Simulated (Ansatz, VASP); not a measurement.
C in VASP and in Ansatz

POSCAR

```
C
1.0
   -0.0178012414      1.7801241434      1.7801241434
    1.7801241434     -0.0178012414      1.7801241434
    1.7623229020      1.7623229020      0.0000000000
C
2
Direct
   -0.0001608287     -0.0001608287      0.0001608287
    0.2501608287      0.2501608287      0.2498391713
```

Contents of INCAR.step1:

```
SYSTEM = C
ALGO = Normal
EDIFF = 1E-4
ENCUT = 520
GGA = PE
ISMEAR = 0
LASPH = .TRUE.
LCHARG = .FALSE.
LREAL = .FALSE.
LWAVE = .TRUE.
NBANDS = 11
NELM = 80
PREC = Accurate
SIGMA = 0.01
```

INCAR.step2

```
SYSTEM = C
ALGO = Normal
EDIFF = 1E-6
ENCUT = 520
ISIF = 2
ISMEAR = 0
ISTART = 1
LASPH = .TRUE.
LCHARG = .TRUE.
LELF = .TRUE.
LMIXTAU = .TRUE.
LREAL = .FALSE.
LVHAR = .TRUE.
LWAVE = .FALSE.
METAGGA = R2SCAN
NBANDS = 11
NELM = 80
PREC = Accurate
SIGMA = 0.01
```

Contents of KPOINTS:

```
k-points
0
G
  12 12 12
  0 0 0
```

Input for Ansatz:

```yaml
crystal:
  lattice:
    - [-0.0178012414, 1.7801241434, 1.7801241434]
    - [1.7801241434, -0.0178012414, 1.7801241434]
    - [1.762322902, 1.762322902, 0.0]
  atoms:
    - { symbol: C, position: [-0.0001608287, -0.0001608287, 0.0001608287] }
    - { symbol: C, position: [0.2501608287, 0.2501608287, 0.2498391713] }
kpoints:
  mp_grid: { grid: [12, 12, 12] }
  band_path:
    path:
      - [0.0, 0.0, 0.0]
      - [0.5, 0.0, 0.5]
      - [0.625, 0.25, 0.625]
      - [0.375, 0.375, 0.75]
      - [0.5, 0.5, 0.5]
      - [0.5, 0.25, 0.75]
      - [0.35, 0.0, 0.35]
    npoints: 1
hamiltonian:
  xc: r2scan
scf:
  occupations: { method: fixed }
  n_extra_bands: 4
output:
  forces: true
  stress: true
  eigenvalues: true
```

Change from the starting cell: shear_xy strain -2.0%.

Alike in both runs: task single point; functional r2SCAN; k mesh 12 × 12 × 12; no spin polarisation.

|  | VASP | Ansatz |
| --- | --- | --- |
| version | VASP 6.6.1 | Ansatz 0.2.0 |
| potentials or method | VASP PAW PBE potentials, release 64 (C) | plane waves, PAW |
| plane-wave cutoff (eV) | 520 | 500 |
| occupations | gaussian, width 0.01 eV | fixed |
| valence electrons in the cell | 8 | 8 |

```csv
,VASP,Ansatz,Ansatz less VASP
gap on the k mesh at the Fermi level (eV),4.30,4.33,+0.029
pressure (GPa),1.3,0.2,-1.12
"traceless stress, the component that is largest in VASP (GPa)",11.82,11.74,-0.076
rms of the force components (eV/Å),0.004,0.000,-0.0039
```

VASP's potentials were made for PBE, not for r2SCAN. Atom by atom the forces differ by 0.004 eV/Å (rms over components).
